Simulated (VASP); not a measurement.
# Al16SiN15 (a cell with a defect) (Si_N) in VASP: a series of runs

Runs on Al16SiN15 (a cell with a defect) (Si_N). Level: PBE. Tasks: single point.

Everything below comes from runs of VASP 6.6.1. Logs are shortened: lines on timing, memory, paths and dates and some standing lists are left out, and cuts for length are marked.

### Step 1. The cell of the first run

The cell holds a defect, 32 atoms: a = 6.260 Å, b = 6.260 Å, c = 10.035 Å, α = 90.00°, β = 90.00°, γ = 120.00°.

### Step 2. Single point, PBE

File INCAR:

```
ALGO = Normal
EDIFF = 1E-7
ENCUT = 520
GGA = PE
ISIF = 2
ISMEAR = 0
LASPH = T
LCHARG = T
LELF = T
LREAL = Auto
LVHAR = T
LWAVE = F
NBANDS = 86
NELECT = 126.0
NELM = 80
PREC = Accurate
SIGMA = 0.01
```

File KPOINTS:

```
Automatic mesh
0
Gamma
  1 1 1
  0.25 0.25 0.25
```

File POSCAR:

```
Al16SiN15
1.0
    6.2595139307      0.0000000618      0.0000000000
   -3.1297570188      5.4208980485      0.0000000000
    0.0000000000      0.0000000000     10.0348065100
Al N Si
16 15 1
Direct
    0.3392023000      0.1602379916      0.2506958511
    0.1583311078      0.3413138299      0.5017953540
    0.3292963215      0.1719898629      0.7491872223
    0.1702661172      0.3286058627      1.0052513560
    0.3386807458      0.6590188174      0.2586091732
    0.1717929529      0.8590080973      0.5029843918
    0.3271001609      0.6626730098      0.7531942485
    0.1933166304      0.8404557311      0.9901800293
    0.8410199604      0.1615757989      0.2582486475
    0.6414955980      0.3282875917      0.5024638921
    0.8375068251      0.1727379680      0.7532038497
    0.6587271020      0.3061242356      0.9901990415
    0.8638491119      0.6356160743      0.1770053346
    0.6357933642      0.8634011028      0.5224356225
    0.8311650448      0.6701814898      0.7537257182
    0.6695356726      0.8290129089      1.0003191198
    0.3220101115      0.1781573388      0.4381076805
    0.1736265525      0.3266751698      0.1945547999
    0.3322212477      0.1672514991      0.9358212743
    0.1648102225      0.3349655970      0.6905074155
    0.3152030938      0.6781146660      0.4464158168
    0.2056385037      0.8357186619      0.1754130871
    0.3399293892      0.6582056440      0.9409124725
    0.1644739059      0.8350436428      0.6942791205
    0.8214488911      0.1837243830      0.4460897729
    0.6634843352      0.2940158418      0.1754223950
    0.8398513791      0.1584975972      0.9413011791
    0.6672573242      0.3375306959      0.6941345445
    0.6884054929      0.8126286347      0.2097922538
    0.8394270357      0.6597776855      0.9538282452
    0.6629015137      0.8370535438      0.7040184116
    0.8017894445      0.6989835067      0.3925385355
```

Potentials or basis: VASP PAW PBE potentials, release 64 (Al, N, Si).

Started as:

```
cat potpaw_PBE.64/Al/POTCAR potpaw_PBE.64/N/POTCAR potpaw_PBE.64/Si/POTCAR > POTCAR
mpirun -np 1 vasp_std > vasp.out
```

OUTCAR:

```text
EDIFF = 1E-7
   ENCUT = 520
   GGA = PE
   ISIF = 2
   ISMEAR = 0
   LASPH = T
   LREAL = Auto
   NELECT = 126.0
   NELM = 80
   PREC = Accurate

 ion  position               nearest neighbor table
   1  0.339  0.160  0.251-  18 1.89  17 1.89  26 1.92  22 1.92  10 3.01   6 3.01   4 3.07   9 3.12
                             5 3.12   5 3.14  12 3.14   9 3.14   8 3.14   2 3.19  13 3.23  13 3.23
   2  0.158  0.341  0.502-  17 1.88  20 1.89  21 1.91  25 1.91   5 2.99   9 2.99   6 3.06  11 3.06
                            10 3.07   7 3.07   3 3.09  14 3.14  14 3.15   1 3.19  10 3.20   6 3.20
   3  0.329  0.172  0.749-  20 1.87  19 1.87  24 1.91  28 1.91   6 3.00  10 3.00  12 3.01   8 3.02
                             7 3.08  11 3.08   4 3.09   2 3.09  15 3.13  15 3.13  11 3.18   7 3.18
   4  0.170  0.329  0.005-  19 1.89  18 1.90  23 1.90  27 1.90   1 3.07   3 3.09   9 3.10  11 3.11
                             5 3.11   7 3.11  16 3.13  16 3.13   8 3.13  12 3.13  12 3.14   8 3.14
   5  0.339  0.659  0.259-  22 1.88  21 1.90  18 1.91  29 1.96   2 2.99  13 3.02  32 3.09   4 3.11
                             9 3.11  14 3.12   1 3.12   1 3.14   9 3.15  16 3.15   6 3.16   8 3.23
   6  0.172  0.859  0.503-  17 1.85  21 1.85  24 1.92  32 2.30  14 2.90  10 2.94   3 3.00   1 3.01
                             2 3.06  15 3.12   7 3.16   5 3.16   2 3.20  10 3.32
   7  0.327  0.663  0.753-  20 1.88  23 1.89  31 1.89  24 1.91  14 2.87   8 2.92  11 3.07   2 3.07
                             3 3.08  16 3.10   4 3.11  15 3.13  15 3.13   6 3.16   3 3.18  11 3.19
   8  0.193  0.840  0.990-  23 1.85  19 1.86  22 1.86  30 1.95  13 2.60  12 2.91   7 2.92   3 3.02
                            16 3.02  15 3.08   4 3.13   4 3.14   1 3.14   5 3.23  16 3.24  12 3.35
   9  0.841  0.162  0.258-  26 1.88  25 1.90  18 1.91  29 1.96   2 2.99  13 3.01  32 3.09   4 3.10
                             5 3.11   1 3.12  14 3.12   1 3.14   5 3.15  16 3.15  10 3.16  12 3.22
  10  0.641  0.328  0.502-  17 1.85  25 1.85  28 1.93  32 2.30  14 2.90   6 2.94   3 3.00   1 3.01
                             2 3.07  15 3.13   9 3.16  11 3.16   2 3.20   6 3.32
  11  0.838  0.173  0.753-  20 1.88  31 1.89  27 1.89  28 1.91  14 2.87  12 2.92   2 3.06   7 3.07
                             3 3.08  16 3.10   4 3.11  15 3.13  15 3.13  10 3.16   3 3.18   7 3.19
  12  0.659  0.306  0.990-  27 1.85  19 1.86  26 1.86  30 1.95  13 2.60   8 2.91  11 2.92   3 3.01
                            16 3.02  15 3.09   4 3.13   1 3.14   4 3.14   9 3.22  16 3.24   8 3.35
  13  0.864  0.636  0.177-  26 1.86  22 1.86  29 1.94  30 2.25  32 2.27   8 2.60  12 2.60  16 2.75
                             9 3.01   5 3.02   1 3.23   1 3.23
  14  0.636  0.863  0.522-  31 1.85  21 1.90  25 1.90  32 2.22   7 2.87  11 2.87   6 2.90  10 2.90
                             5 3.12   9 3.12  15 3.13   2 3.14   2 3.15
  15  0.831  0.670  0.754-  31 1.88  28 1.90  24 1.90  30 2.01  16 3.02   8 3.08  12 3.09   6 3.12
                            11 3.13   7 3.13   3 3.13   3 3.13  10 3.13   7 3.13  11 3.13  14 3.13
  16  0.670  0.829  0.000-  27 1.88  23 1.88  30 1.90  29 2.11  13 2.75   8 3.02  12 3.02  15 3.02
                             7 3.10  11 3.10   4 3.13   4 3.13   5 3.15   9 3.15  12 3.24   8 3.24
  17  0.322  0.178  0.438-  10 1.85   6 1.85   2 1.88   1 1.89
  18  0.174  0.327  0.195-   1 1.89   4 1.90   5 1.91   9 1.91
  19  0.332  0.167  0.936-  12 1.86   8 1.86   3 1.87   4 1.89
  20  0.165  0.335  0.691-   3 1.87  11 1.88   7 1.88   2 1.89
  21  0.315  0.678  0.446-   6 1.85   5 1.90  14 1.90   2 1.91
  22  0.206  0.836  0.175-   8 1.86  13 1.86   5 1.88   1 1.92
  23  0.340  0.658  0.941-   8 1.85  16 1.88   7 1.89   4 1.90
  24  0.164  0.835  0.694-  15 1.90   3 1.91   7 1.91   6 1.92
  25  0.821  0.184  0.446-  10 1.85   9 1.90  14 1.90   2 1.91
  26  0.663  0.294  0.175-  12 1.86  13 1.86   9 1.88   1 1.92
  27  0.840  0.158  0.941-  12 1.85  16 1.88  11 1.89   4 1.90
  28  0.667  0.338  0.694-  15 1.90  11 1.91   3 1.91  10 1.93
  29  0.688  0.813  0.210-  13 1.94   9 1.96   5 1.96  16 2.11  32 2.21
  30  0.839  0.660  0.954-  16 1.90  12 1.95   8 1.95  15 2.01  13 2.25
  31  0.663  0.837  0.704-  14 1.85  15 1.88  11 1.89   7 1.89
  32  0.802  0.699  0.393-  29 2.21  14 2.22  13 2.27   6 2.30  10 2.30   5 3.09   9 3.09

  LATTYP: Found a hexagonal cell.
 ALAT       =     6.2595139307
 C/A-ratio  =     1.6031287127

  Lattice vectors:

 A1 = (   6.2595139307,   0.0000000618,   0.0000000000)
 A2 = (  -3.1297570188,   5.4208980485,   0.0000000000)
 A3 = (   0.0000000000,   0.0000000000,  10.0348065100)

Analysis of symmetry for initial positions (statically):
=====================================================================
 Subroutine PRICEL returns:
 Original cell was already a primitive cell.

 Routine SETGRP: Setting up the symmetry group for a
 hexagonal supercell.

 Subroutine GETGRP returns: Found  1 space group operations
 (whereof  1 operations were pure point group operations)
 out of a pool of 24 trial point group operations.

The static configuration has the point symmetry C_1 .

Analysis of symmetry for dynamics (positions and initial velocities):
=====================================================================
 Subroutine PRICEL returns:
 Original cell was already a primitive cell.

[... 118 lines left out ...]
 ===========================================

 Found      6 irreducible k-points:

 Following reciprocal coordinates:
            Coordinates               Weight
  0.250000  0.250000  0.250000      2.000000
 -0.250000  0.500000  0.250000      2.000000
  0.500000  0.250000  0.250000      2.000000
 -0.250000 -0.250000  0.250000      2.000000
  0.250000  0.500000  0.250000      2.000000
  0.500000 -0.250000  0.250000      2.000000
   k-points           NKPTS =      6   k-points in BZ     NKDIM =      6   number of bands    NBANDS=     86
   number of dos      NEDOS =    301   number of ions     NIONS =     32
   total plane-waves  NPLWV = 184320
   dimension x,y,z NGX =    48 NGY =   48 NGZ =   80
   dimension x,y,z NGXF=    96 NGYF=   96 NGZF=  160
   ions per type =              16  15   1
   NGX,Y,Z   is equivalent  to a cutoff of  12.75, 12.75, 13.25 a.u.
   NGXF,Y,Z  is equivalent  to a cutoff of  25.50, 25.50, 26.51 a.u.
 SYSTEM =  unknown system
   PREC   = accura    normal or accurate (medium, high low for compatibility)
   ISTART =      0    job   : 0-new  1-cont  2-samecut
   ICHARG =      2    charge: 1-file 2-atom 10-const
   ISPIN  =      1    spin polarized calculation?
   LNONCOLLINEAR =      F non collinear calculations
   LSORBIT =      F    spin-orbit coupling
   LASPH  =      T    aspherical Exc in radial PAW
   ENCUT  =  520.0 eV  38.22 Ry    6.18 a.u.  11.64 11.64 18.66*2*pi/ulx,y,z
   NELM   =     80;   NELMIN=  2; NELMDL= -5     # of ELM steps
   EDIFF  = 0.1E-06   stopping-criterion for ELM
   LREAL  =      T    real-space projection
   EDIFFG = 0.1E-05   stopping-criterion for IOM
   NSW    =      0    number of steps for IOM
   IBRION =     -1    ionic relax: 0-MD 1-quasi-New 2-CG
   NFREE  =      0    steps in history (QN), initial steepest desc. (CG)
   ISIF   =      2    stress and relaxation
   ISYM   =      2    0-nonsym 1-usesym 2-fastsym
   POTIM  = 0.5000    time-step for ionic-motion
   TEBEG  =    0.0;   TEEND  =   0.0 temperature during run
   PSTRESS=    0.0 pullay stress
   NELECT =     126.0000    total number of electrons
   NUPDOWN=      -1.0000    fix difference up-down
   EMIN   =  10.00;   EMAX   =-10.00  energy-range for DOS
   EFERMI =   0.00;   METHOD = LEGACY
   ISMEAR =     0;   SIGMA  =   0.01  broadening in eV -4-tet -1-fermi 0-gaus
   EFERMI_NEDOS =   21; number of points for ismear=-14 and -15
   IALGO  =     38    algorithm
   IMIX   =      4    mixing-type and parameters
     AMIX     =   0.40;   BMIX     =  1.00
     AMIX_MAG =   1.60;   BMIX_MAG =  1.00
  volume/ion in A,a.u.               =      10.64        71.81
  Fermi-wavevector in a.u.,A,eV,Ry     =   1.175325  2.221043 18.794944  1.381389
  Thomas-Fermi vector in A             =   2.311708
   LORBIT       =      0    0 simple, 1 ext, 2 COOP (PROOUT), +10 PAW based schemes
   GGA     = PE    functional components
   LHFCALC =     F    Hartree Fock is set to
   AEXX    =    0.0000 exact exchange contribution
   IVDW    =     0    specifies the selected vdW correction
   LEPSILON=     F    determine dielectric tensor
   LRPA    =     F    only Hartree local field effects (RPA)
 non-spin polarized calculation
 Gauss-broadening in eV      SIGMA  =   0.01
  energy-cutoff  :      520.00
  volume of cell :      340.50
 maximum number of plane-waves:      9148
 NGX is ok and might be reduce to    48
   NGX = 23   NGY = 23   NGZ = 37

 number of electron     125.9999999 magnetization

 Free energy of the ion-electron system (eV)
  ---------------------------------------------------
  ext. energy  EPLUGINS =         0.00000000
  ---------------------------------------------------
  free energy    TOTEN  =      -237.09046158 eV

  energy without entropy =     -237.09046158  energy(sigma->0) =     -237.09046158

 E-fermi :   8.1191     XC(G=0): -10.9000

 val. band max:        8.0546512645   @ k =   0.2500   0.5000   0.2500
 cond. band min:       8.8633685800   @ k =   0.2500   0.5000   0.2500
 fundamental gap:      0.8087173155
 Fermi energy:         8.1191051830

 k-point     1 :       0.2500    0.2500    0.2500
  band No.  band energies     occupation
      1      -8.4813      2.00000
      2      -7.9953      2.00000
      3      -7.8291      2.00000
      4      -7.7795      2.00000
      5      -7.4877      2.00000
      6      -7.3146      2.00000
[... 457 lines left out ...]
     74      12.9337      0.00000
     75      13.1576      0.00000
 [bands above 75 left out]

------------------------ aborting loop because EDIFF is reached ----------------------------------------

  FORCE on cell =-STRESS in cart. coord.  units (eV):
  Direction    XX          YY          ZZ          XY          YZ          ZX
  --------------------------------------------------------------------------------------
  -------------------------------------------------------------------------------------
  Total        5.3476994      6.0642304      5.5983184      0.3653023      5.7134678     -9.6983711
  in kB       25.1626696     28.5341815     26.3419136      1.7188663     26.8837289    -45.6339987
  external PRESSURE =      26.6795882 kB  Pullay stress =       0.0000000 kB

 VOLUME and BASIS-vectors are now :
 -----------------------------------------------------------------------------
  energy-cutoff  :      520.00
  volume of cell :      340.50
      direct lattice vectors                 reciprocal lattice vectors
     6.259513931  0.000000062  0.000000000     0.159756813  0.092235641  0.000000000
    -3.129757019  5.420898048  0.000000000    -0.000000002  0.184471279  0.000000000
     0.000000000  0.000000000 10.034806510     0.000000000  0.000000000  0.099653142

 POSITION                                       TOTAL-FORCE (eV/Angst)
 -----------------------------------------------------------------------------------
      1.62174      0.86863      2.51568         0.133476     -0.078482     -0.035893
     -0.07715      1.85023      5.03542        -0.245805      0.132220     -0.006008
      1.52295      0.93234      7.51795         0.126064     -0.040215     -0.011624
      0.03733      1.78134      0.05270        -0.121935      0.056832      0.033550
      0.05741      3.57247      2.59509         0.107298     -0.050475      0.133606
     -1.61315      4.65660      5.04735        -0.052777     -0.010125     -0.037126
[... 24 lines left out ...]
      1.52967      4.53758      7.06469        -0.165282      0.100871      0.051003
      2.83116      3.78912      3.93905        -0.131207      0.067145      0.191826
 -----------------------------------------------------------------------------------
    total drift:                                0.011734     -0.002183      0.008613

  FREE ENERGIE OF THE ION-ELECTRON SYSTEM (eV)
  ---------------------------------------------------
  free  energy   TOTEN  =      -237.0904615803 eV

  energy  without entropy=     -237.0904615803  energy(sigma->0) =     -237.09046158
```

Wall time 6.4 min (1 thread of Intel Xeon Platinum 8259CL at 2.50GHz (Skylake/Cascade Lake), shared host); peak memory 0.48 GiB.

What came out:

```
Free energy   : -237.0905 eV
Largest force : 0.431 eV/Å
```

Forces in eV/Å, atoms in the order of the input:
```
Al   0.133 -0.078 -0.036
Al  -0.246  0.132 -0.006
Al   0.126 -0.040 -0.012
Al  -0.122  0.057  0.034
Al   0.107 -0.050  0.134
Al  -0.053 -0.010 -0.037
Al   0.117 -0.076 -0.038
Al  -0.126  0.060 -0.027
Al   0.096 -0.060  0.153
Al  -0.013  0.065 -0.006
Al   0.091 -0.055 -0.001
Al  -0.112  0.083 -0.017
Al   0.149 -0.082 -0.141
Al  -0.065  0.041 -0.276
Al   0.150 -0.093 -0.013
Al  -0.149  0.089 -0.002
N    0.294 -0.165  0.268
N   -0.223  0.117 -0.193
N    0.139 -0.095 -0.092
N   -0.145  0.112  0.021
N    0.217 -0.074 -0.120
N   -0.265  0.008  0.140
N    0.183 -0.063  0.024
N   -0.209  0.043  0.049
N    0.167 -0.120 -0.101
N   -0.120  0.233  0.137
N    0.221 -0.088 -0.038
N   -0.215  0.074  0.027
N   -0.073 -0.014 -0.130
N    0.240 -0.119  0.055
N   -0.165  0.101  0.051
Si  -0.131  0.067  0.192
```

Caveat: the k points lie up to 1.16 Å⁻¹ apart; the cell carries a net charge on a neutralising background, which shifts energy and pressure; the cell is charged against a uniform background, so pressure and absolute levels hang on convention.

(Continued in part 2 of 2.)
